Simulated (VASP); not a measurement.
Wanted: the native input for a VASP 6.6.1 run.

```yaml
Task: single point
Functional: PBE
Potentials_or_basis: VASP PAW PBE potentials, release 64 (Cu, F)
Cutoff: 520 eV
k_mesh: 6 × 6 × 1
Occupations: gaussian, width 0.1 eV
Spin: no spin polarisation
Dipole_correction: yes
Further_INCAR_settings: ALGO = Normal; EDIFF = 1e-06; NBANDS = 82
```

The structure of Cu12F lies in POSCAR:

```
Cu12F
1.0
    5.1319544646      0.0000000000      0.0000000000
   -2.5659772323      4.4444029374      0.0000000000
    0.0000000000      0.0000000000     19.6215700548
Cu F
12 1
Direct
    0.3333333333      0.1666666667      0.2038572851
    0.3333333333      0.6666666667      0.2038572851
    0.8333333333      0.1666666667      0.2038572851
    0.8333333333      0.6666666667      0.2038572851
    0.1666666667      0.3333333333      0.3088788036
    0.1666666667      0.8333333333      0.3088788036
    0.6666666667      0.3333333333      0.3088788036
    0.6666666667      0.8333333333      0.3088788036
    0.0000000000      0.0000000000      0.4139103055
    0.0000000000      0.5000000000      0.4139103055
    0.5000000000      0.0000000000      0.4139103055
    0.5000000000      0.5000000000      0.4139103055
    0.1666666667      0.3333333333      0.4898350963
```

The input as run:

INCAR

```
SYSTEM = Cu12F
  ALGO = Normal
  DIPOL = 0.5 0.5 0.323
  EDIFF = 1E-6
  ENCUT = 520
  GGA = PE
  IDIPOL = 3
  ISIF = 2
  ISMEAR = 0
  LASPH = .True.
  LCHARG = .True.
  LDIPOL = .True.
  LELF = .True.
  LREAL = .False.
  LVACPOTAV = .True.
  LVHAR = .True.
  LWAVE = .False.
  NBANDS = 82
  NELM = 80
  PREC = Accurate
  SIGMA = 0.1
```

KPOINTS

```
k-points
0
Gamma
  6 6 1
  0 0 0
```

Potentials or basis: VASP PAW PBE potentials, release 64 (Cu, F).

Launch:

```console
$ cat potpaw_PBE.64/Cu/POTCAR potpaw_PBE.64/F/POTCAR > POTCAR
$ mpirun -np 1 vasp_std > vasp.out
```

Results of the run:

* Largest force: 0.362 eV/Å
* Band gap on the k mesh: zero (an odd number of electrons rules out a gap without spin polarisation)

Run time: 12 min on 1 thread of Intel(R) Xeon(R) Platinum 8488C (Sapphire Rapids), with other jobs on the host, peak memory 0.62 GiB.
